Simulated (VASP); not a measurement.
# In3Sb2 (P-3m1) in VASP: further runs

Runs on In3Sb2. Level: PBE. Tasks: single point, relaxation of cell and atoms.

Everything below comes from runs of VASP 6.6.1. Logs are shortened: lines on timing, memory, paths and dates and some standing lists are left out, and cuts for length are marked.

### 1 The cell of the first run

It takes space group P-3m1 (No. 164, trigonal). The conventional cell has a = 5.005 Å, b = 5.005 Å, c = 7.385 Å, α = 90.00°, β = 90.00°, γ = 120.00°. Within 4.4 Å of In (site symmetry -3m) lie 6 Sb at 3.35 Å and 6 In at 3.88 Å. Within 4.0 Å of In (site symmetry 3m) lie 4 Sb at 3.03 to 3.10 Å and 6 In at 3.63 to 3.88 Å. Within 4.0 Å of Sb (site symmetry 3m) lie 7 In at 3.03 to 3.35 Å.

### 2 Single point, PBE

The input, INCAR:

```
SYSTEM = In3Sb2
ALGO = Fast ; EDIFF = 1E-7
ENCUT = 520 ; GGA = PE
ISIF = 2 ; ISMEAR = 0
LASPH = .True. ; LCHARG = .False.
LREAL = .False. ; LWAVE = .False.
NBANDS = 32 ; NELM = 100
PREC = Accurate ; SIGMA = 0.1
```

The input, KPOINTS:

```
k-points
0
Gamma
  6 6 4
  0 0 0
```

The input, POSCAR:

```
In3Sb2
1.0
    5.0054597114      0.0000000000      0.0000000000
   -2.5027298557      4.3348552677      0.0000000000
    0.0000000000      0.0000000000      7.3849771644
In Sb
3 2
Direct
    0.0000000000      0.0000000000      0.0000000000
    0.3333333333      0.6666666667      0.6491145632
    0.6666666667      0.3333333333      0.3508854368
    0.3333333333      0.6666666667      0.2294994608
    0.6666666667      0.3333333333      0.7705005392
```

Potentials or basis: VASP PAW PBE potentials, release 64 (In_d, Sb).

Run with:

```
$ cat potpaw_PBE.64/In_d/POTCAR potpaw_PBE.64/Sb/POTCAR > POTCAR
$ mpirun -np 1 vasp_std > vasp.out
```

OUTCAR:

```text
SYSTEM = In3Sb2
   EDIFF = 1E-7
   ENCUT = 520
   GGA = PE
   ISIF = 2
   ISMEAR = 0
   LASPH = .True.
   LREAL = .False.
   NELM = 100
   PREC = Accurate

 ion  position               nearest neighbor table
   1  0.000  0.000  0.000-   4 3.35   5 3.35   5 3.35   4 3.35   5 3.35   4 3.35   2 3.88   3 3.88
                             2 3.88   3 3.88   3 3.88   2 3.88
   2  0.333  0.667  0.649-   5 3.03   5 3.03   5 3.03   4 3.10   3 3.63   3 3.63   3 3.63   1 3.88
                             1 3.88   1 3.88
   3  0.667  0.333  0.351-   4 3.03   4 3.03   4 3.03   5 3.10   2 3.63   2 3.63   2 3.63   1 3.88
                             1 3.88   1 3.88
   4  0.333  0.667  0.229-   3 3.03   3 3.03   3 3.03   2 3.10   1 3.35   1 3.35   1 3.35
   5  0.667  0.333  0.771-   2 3.03   2 3.03   2 3.03   3 3.10   1 3.35   1 3.35   1 3.35

  LATTYP: Found a hexagonal cell.
 ALAT       =     5.0054597114
 C/A-ratio  =     1.4753843983

  Lattice vectors:

 A1 = (   5.0054597114,   0.0000000000,   0.0000000000)
 A2 = (  -2.5027298557,   4.3348552677,   0.0000000000)
 A3 = (   0.0000000000,   0.0000000000,   7.3849771644)

Analysis of symmetry for initial positions (statically):
=====================================================================
 Subroutine PRICEL returns:
 Original cell was already a primitive cell.

 Routine SETGRP: Setting up the symmetry group for a
 hexagonal supercell.

 Subroutine GETGRP returns: Found 12 space group operations
 (whereof 12 operations were pure point group operations)
 out of a pool of 24 trial point group operations.

The static configuration has the point symmetry D_3d.

Analysis of symmetry for dynamics (positions and initial velocities):
=====================================================================
 Subroutine PRICEL returns:
 Original cell was already a primitive cell.

 Routine SETGRP: Setting up the symmetry group for a
 hexagonal supercell.

 Subroutine GETGRP returns: Found 12 space group operations
 (whereof 12 operations were pure point group operations)
 out of a pool of 24 trial point group operations.

The dynamic configuration has the point symmetry D_3d.

 Subroutine INISYM returns: Found 12 space group operations
 (whereof 12 operations are pure point group operations),
 and found     1 'primitive' translations

[... 97 lines left out ...]
   ENCUT  =  520.0 eV  38.22 Ry    6.18 a.u.   9.31  9.31 13.73*2*pi/ulx,y,z
   NELM   =    100;   NELMIN=  2; NELMDL= -5     # of ELM steps
   EDIFF  = 0.1E-06   stopping-criterion for ELM
   LREAL  =      F    real-space projection
   EDIFFG = 0.1E-05   stopping-criterion for IOM
   NSW    =      0    number of steps for IOM
   IBRION =     -1    ionic relax: 0-MD 1-quasi-New 2-CG
   NFREE  =      0    steps in history (QN), initial steepest desc. (CG)
   ISIF   =      2    stress and relaxation
   ISYM   =      2    0-nonsym 1-usesym 2-fastsym
   POTIM  = 0.5000    time-step for ionic-motion
   TEBEG  =    0.0;   TEEND  =   0.0 temperature during run
   PSTRESS=    0.0 pullay stress
   NELECT =      49.0000    total number of electrons
   NUPDOWN=      -1.0000    fix difference up-down
   EMIN   =  10.00;   EMAX   =-10.00  energy-range for DOS
   EFERMI =   0.00;   METHOD = LEGACY
   ISMEAR =     0;   SIGMA  =   0.10  broadening in eV -4-tet -1-fermi 0-gaus
   EFERMI_NEDOS =   21; number of points for ismear=-14 and -15
   IALGO  =     68    algorithm
   IMIX   =      4    mixing-type and parameters
     AMIX     =   0.40;   BMIX     =  1.00
     AMIX_MAG =   1.60;   BMIX_MAG =  1.00
  volume/ion in A,a.u.               =      32.05       216.27
  Fermi-wavevector in a.u.,A,eV,Ry     =   1.102938  2.084250 16.551098  1.216471
  Thomas-Fermi vector in A             =   2.239388
   LORBIT       =      0    0 simple, 1 ext, 2 COOP (PROOUT), +10 PAW based schemes
   GGA     = PE    functional components
   LHFCALC =     F    Hartree Fock is set to
   AEXX    =    0.0000 exact exchange contribution
   IVDW    =     0    specifies the selected vdW correction
   LEPSILON=     F    determine dielectric tensor
   LRPA    =     F    only Hartree local field effects (RPA)
 non-spin polarized calculation
 RMM-DIIS sequential band-by-band and
 Gauss-broadening in eV      SIGMA  =   0.10
  energy-cutoff  :      520.00
  volume of cell :      160.24
 maximum number of plane-waves:      4353
 NGX is ok and might be reduce to    40
   NGX = 19   NGY = 19   NGZ = 27

 number of electron      49.0000000 magnetization

 Free energy of the ion-electron system (eV)
  ---------------------------------------------------
  ext. energy  EPLUGINS =         0.00000000
  ---------------------------------------------------
  free energy    TOTEN  =       -16.03885652 eV

  energy without entropy =      -16.02958035  energy(sigma->0) =      -16.03421844

 E-fermi :   5.8284     XC(G=0):  -9.1715

 val. band max:        5.8194294123   @ k =   0.1667   0.1667   0.2500
 cond. band min:       5.8442354476   @ k =   0.3333   0.3333   0.5000
 fundamental gap:      0.0248060353
 Fermi energy:         5.8284323477

 k-point     1 :       0.0000    0.0000    0.0000
  band No.  band energies     occupation
      1      -8.8635      2.00000
      2      -8.8413      2.00000
      3      -8.8413      2.00000
      4      -8.8234      2.00000
      5      -8.8234      2.00000
      6      -8.7754      2.00000
[... 829 lines left out ...]
     31       9.2942      0.00000
     32       9.7322      0.00000

------------------------ aborting loop because EDIFF is reached ----------------------------------------

  FORCE on cell =-STRESS in cart. coord.  units (eV):
  Direction    XX          YY          ZZ          XY          YZ          ZX
  --------------------------------------------------------------------------------------
  -------------------------------------------------------------------------------------
  Total       -0.2472442     -0.2472442     -0.3220753      0.0000000      0.0000000      0.0000000
  in kB       -2.4721170     -2.4721170     -3.2203294      0.0000000      0.0000000      0.0000000
  external PRESSURE =      -2.7215211 kB  Pullay stress =       0.0000000 kB

 VOLUME and BASIS-vectors are now :
 -----------------------------------------------------------------------------
  energy-cutoff  :      520.00
  volume of cell :      160.24
      direct lattice vectors                 reciprocal lattice vectors
     5.005459711  0.000000000  0.000000000     0.199781850  0.115344105  0.000000000
    -2.502729856  4.334855268  0.000000000     0.000000000  0.230688209  0.000000000
     0.000000000  0.000000000  7.384977164     0.000000000  0.000000000  0.135410033

 POSITION                                       TOTAL-FORCE (eV/Angst)
 -----------------------------------------------------------------------------------
      0.00000      0.00000      0.00000         0.000000      0.000000      0.000000
     -0.00000      2.88990      4.79370         0.000000      0.000000     -0.025462
      2.50273      1.44495      2.59128        -0.000000     -0.000000      0.025462
     -0.00000      2.88990      1.69485         0.000000     -0.000000     -0.022175
      2.50273      1.44495      5.69013         0.000000      0.000000      0.022175
 -----------------------------------------------------------------------------------
    total drift:                                0.000000     -0.000000     -0.000000

  FREE ENERGIE OF THE ION-ELECTRON SYSTEM (eV)
  ---------------------------------------------------
  free  energy   TOTEN  =       -16.0388565180 eV

  energy  without entropy=      -16.0295803538  energy(sigma->0) =      -16.03421844
```

OSZICAR:

```text
N       E                     dE             d eps       ncg     rms          rms(c)
DAV:   1     0.427222264043E+03    0.42722E+03   -0.21389E+04  1536   0.164E+03
DAV:   2     0.249961597213E+02   -0.40223E+03   -0.39131E+03  1616   0.421E+02
DAV:   3    -0.144583048548E+02   -0.39454E+02   -0.38435E+02  1896   0.152E+02
[... 13 lines left out ...]
RMM:  17    -0.160388572705E+02   -0.16063E-06   -0.69579E-07  1718   0.613E-03    0.107E-01
RMM:  18    -0.160388571026E+02    0.16789E-06   -0.43600E-07  1466   0.659E-03    0.780E-02
RMM:  19    -0.160388569198E+02    0.18276E-06   -0.41123E-07  1485   0.589E-03    0.486E-02
RMM:  20    -0.160388566136E+02    0.30617E-06   -0.51244E-07  1589   0.654E-03    0.126E-02
RMM:  21    -0.160388565180E+02    0.95627E-07   -0.11719E-07  1102   0.275E-03
   1 F= -.16038857E+02 E0= -.16034218E+02  d E =-.927616E-02
```

stdout:

```text
POSCAR found type information on POSCAR InSb
 POSCAR found :  2 types and       5 ions
 scaLAPACK will be used
 LDA part: xc-table for (Slater+PW92), standard interpolation
 POSCAR, INCAR and KPOINTS ok, starting setup
 FFT: planning ... GRIDC
 FFT: planning ... GRID_SOFT
 FFT: planning ... GRID
 WAVECAR not read
 entering main loop
```

Wall time 1.7 min (1 thread of Intel Xeon 6975P-C (Granite Rapids), shared host); peak memory 0.34 GiB.

Results:

```
Free energy            : -16.0389 eV
Pressure               : -0.3 GPa
Largest force          : 0.025 eV/Å
Band gap on the k mesh : zero (an odd number of electrons rules out a gap without spin polarisation)
```

Forces in eV/Å, atoms in the order of the input:
```
In   0.000  0.000  0.000
In   0.000  0.000 -0.025
In   0.000  0.000  0.025
Sb   0.000  0.000 -0.022
Sb   0.000  0.000  0.022
```

Levels at points of the mesh, in eV from the Fermi level:
| k point | band 23 | band 24 | band 25 | band 26 | band 27 | band 28 |
| --- | --- | --- | --- | --- | --- | --- |
| (0.00, 0.00, 0.00) | -1.02 | -1.02 | -0.33 | 0.68 | 1.18 | 1.18 |
| (0.50, 0.00, 0.00) | -1.47 | -1.36 | -0.03 | 0.86 | 1.69 | 3.21 |
| (0.00, 0.00, 0.50) | -1.08 | -1.08 | -0.60 | 0.17 | 0.77 | 0.77 |
| (0.50, 0.00, 0.50) | -1.62 | -1.47 | -0.86 | 0.63 | 1.67 | 3.05 |

Caveat: spin-orbit coupling is left out, which moves the levels of the heavy elements.

### 3 Single point, PBE

This run uses another cell than the first one, of 25.11 Å³/atom.

The input, INCAR:

```
ALGO     = Fast           # electronic algorithm
EDIFF    = 1E-6           # SCF threshold, eV
ENCUT    = 520            # plane-wave cutoff, eV
GGA      = PE             # functional
ISIF     = 2              # what is computed and relaxed
ISMEAR   = 0              # smearing method
LASPH    = T              # aspherical terms in the spheres
LCHARG   = T              # write CHGCAR
LELF     = T              # ELF
LREAL    = F              # projectors in reciprocal space
LVHAR    = T            
LWAVE    = F              # write WAVECAR
NBANDS   = 32             # bands
NELM     = 100            # most SCF steps
PREC     = Accurate       # precision mode
SIGMA    = 0.1            # smearing width, eV
```

The input, KPOINTS:

```
k-points
0
Gamma
  6 6 4
```

The input, POSCAR:

```
In3Sb2
1.0
    4.5334686413      0.0000000000      0.0000000000
   -2.2667343206      3.9260990106      0.0000000000
    0.0000000000      0.0000000000      7.0533408048
In Sb
3 2
Direct
    0.0000000000      0.0000000000      0.0000000000
    0.3333333333      0.6666666667      0.6450000000
    0.6666666667      0.3333333333      0.3550000000
    0.3333333333      0.6666666667      0.2450000000
    0.6666666667      0.3333333333      0.7550000000
```

Potentials or basis: VASP PAW PBE potentials, release 64 (In_d, Sb).

Run with:

```
$ cat potpaw_PBE.64/In_d/POTCAR potpaw_PBE.64/Sb/POTCAR > POTCAR
$ mpirun -np 1 vasp_std > vasp.out
```

Wall time 47 s (1 thread of Intel Xeon 6975P-C (Granite Rapids), shared host); peak memory 0.29 GiB.

It converged, with:

- Free energy: -14.3536 eV
- Pressure: 17.9 GPa
- Largest force: 1.707 eV/Å
- Band gap on the k mesh: zero (an odd number of electrons rules out a gap without spin polarisation)

Forces on the atoms (eV/Å):
```
In   0.000  0.000  0.000
In   0.000  0.000  0.130
In   0.000  0.000 -0.130
Sb   0.000  0.000 -1.707
Sb   0.000  0.000  1.707
```

Stress tensor (GPa, compression positive):
```
18.67  0.00  0.00
 0.00 18.67  0.00
 0.00  0.00 16.25
```

Levels at points of the mesh, in eV from the Fermi level:
| k point | band 22 | band 23 | band 24 | band 25 | band 26 | band 27 | band 28 | band 29 |
| --- | --- | --- | --- | --- | --- | --- | --- | --- |
| (0.00, 0.00, 0.00) | -1.59 | -1.39 | -1.39 | -0.80 | 0.91 | 0.91 | 1.35 | 2.65 |
| (0.50, 0.00, 0.00) | -4.25 | -2.11 | -1.78 | -0.15 | 0.51 | 1.33 | 3.49 | 3.69 |
| (0.00, 0.00, 0.50) | -1.94 | -1.38 | -1.38 | -0.59 | 0.56 | 0.56 | 0.88 | 2.02 |
| (0.50, 0.00, 0.50) | -3.24 | -2.62 | -2.51 | -1.18 | 0.11 | 1.21 | 3.25 | 3.77 |

Caveat: the cell stands under pressure; spin-orbit coupling is left out, which moves the levels of the heavy elements; forces of over 1 eV/Å act on the atoms, so gaps and moduli don't describe the material at rest.

### 4 Relaxation of cell and atoms, PBE

This run uses another cell than the first one, of 25.11 Å³/atom.

The input, INCAR:

```
SYSTEM = In3Sb2
ALGO = Fast ; EDIFF = 1E-7
EDIFFG = -0.04 ; ENCUT = 600
GGA = PE ; IBRION = 2
ISIF = 3 ; ISMEAR = 0
LASPH = .TRUE. ; LCHARG = .FALSE.
LREAL = .FALSE. ; LWAVE = .FALSE.
NELM = 60 ; NSW = 90
PREC = Accurate ; SIGMA = 0.1
```

The input, KPOINTS:

```
k-points
0
G
  6 6 4
  0 0 0
```

POSCAR is that of step 3.

Run with:

```
$ cat potpaw_PBE.64/In_d/POTCAR potpaw_PBE.64/Sb/POTCAR > POTCAR
$ mpirun -np 1 vasp_std > vasp.out
```

Run time: 11 min. Hardware: 1 thread of Intel Xeon 6975P-C (Granite Rapids), shared host; peak memory 0.33 GiB.

Results (log left out):

| Item | Value |
| --- | --- |
| Free energy | -16.0336 eV |
| Relaxed volume | 31.76 Å³/atom |
| Relaxed cell | a = 4.974 Å, b = 4.974 Å, c = 7.411 Å, α = 90.00°, β = 90.00°, γ = 120.00° |
| Space group after relaxing (to 0.1 Å) | P-3m1 (No. 164) |
| Energy gained by relaxing | 336.0 meV/atom |
| Ionic steps | 13 |
| Pressure after relaxing | 0.0 GPa |
| Largest force after relaxing | 0.011 eV/Å |
| Band gap on the k mesh | zero (an odd number of electrons rules out a gap without spin polarisation) |

Forces on the atoms (eV/Å):
```
In   0.000  0.000  0.000
In   0.000  0.000  0.011
In   0.000  0.000 -0.011
Sb   0.000  0.000  0.008
Sb   0.000  0.000 -0.008
```

Stress tensor (GPa, compression positive):
```
 0.04  0.00  0.00
 0.00  0.04  0.00
 0.00  0.00 -0.09
```

The path:
```tsv
step	energy change (eV)	largest force (eV/Å)	pressure (GPa)	volume (Å³)
1	0.0000	1.7074	17.87	125.54
2	-1.3761	0.2746	-3.56	183.59
3	-1.6638	0.1215	0.06	161.08
4	-1.6639	0.1030	-0.13	161.85
5	-1.6669	0.1051	-0.14	161.62
6	-1.6724	0.1142	-0.12	160.94
7	-1.6730	0.1206	-0.08	160.62
8	-1.6763	0.0893	-0.01	159.82
9	-1.6787	0.0505	0.08	158.80
10	-1.6770	0.0219	0.39	156.78
11	-1.6791	0.0249	0.20	158.12
12	-1.6793	0.0346	-0.15	159.36
13	-1.6798	0.0115	0.00	158.78
```

Final structure:
```
In Sb
1.0
     4.97398    0.00000    0.00000
    -2.48699    4.30760    0.00000
     0.00000    0.00000    7.41058
In Sb
3 2
Direct
  0.00000 0.00000 0.00000
  0.33333 0.66667 0.64456
  0.66667 0.33333 0.35544
  0.33333 0.66667 0.22639
  0.66667 0.33333 0.77361
```

Levels at points of the mesh, in eV from the Fermi level:
```csv
k point,band 22,band 23,band 24,band 25,band 26,band 27,band 28,band 29
"(0.00, 0.00, 0.00)",-1.75,-1.02,-1.02,-0.37,0.80,1.25,1.25,2.43
"(0.50, 0.00, 0.00)",-3.07,-1.50,-1.33,-0.02,0.91,1.61,3.13,3.64
"(0.00, 0.00, 0.50)",-1.60,-1.06,-1.06,-0.51,0.19,0.78,0.78,2.40
"(0.50, 0.00, 0.50)",-2.39,-1.69,-1.51,-0.89,0.58,1.64,3.11,3.39
```

Caveat: the volume moved by over 15 % at a fixed basis, so the end points are rough; spin-orbit coupling is left out, which moves the levels of the heavy elements.

### 5 The runs side by side

| task | cell | cutoff (eV) | gap on the mesh (eV) | pressure (GPa) | largest force (eV/Å) |
| --- | --- | --- | --- | --- | --- |
| single point | a = 5.005, b = 5.005, c = 7.385 Å, angles 90.0, 90.0, 120.0°, 5 atoms, atomic positions A | 520 | none | -0.3 | 0.03 |
| single point | a = 4.533, b = 4.533, c = 7.053 Å, angles 90.0, 90.0, 120.0°, 5 atoms, atomic positions B | 520 | none | 17.9 | 1.71 |
| relaxation of cell and atoms | relaxed from a = 4.533, b = 4.533, c = 7.053 Å, angles 90.0, 90.0, 120.0°, 5 atoms, atomic positions B | 600 | none | 0.0 | 0.01 |

Alike in all rows: level PBE; potentials or basis VASP PAW PBE potentials, release 64 (In_d, Sb); no spin polarisation; k mesh 6 × 6 × 4; smearing gaussian 0.1 eV.

Caveats: spin-orbit coupling is left out, which moves the levels of the heavy elements; the cell stands under pressure (at least some runs); forces of over 1 eV/Å act on the atoms, so gaps and moduli don't describe the material at rest (at least some runs); the volume moved by over 15 % at a fixed basis, so the end points are rough (at least some runs).

Total energies depend on the potentials used, so only differences within one code and one set of settings carry meaning.

The gap in the log of VASP goes by the Fermi energy; the results here count the filled bands.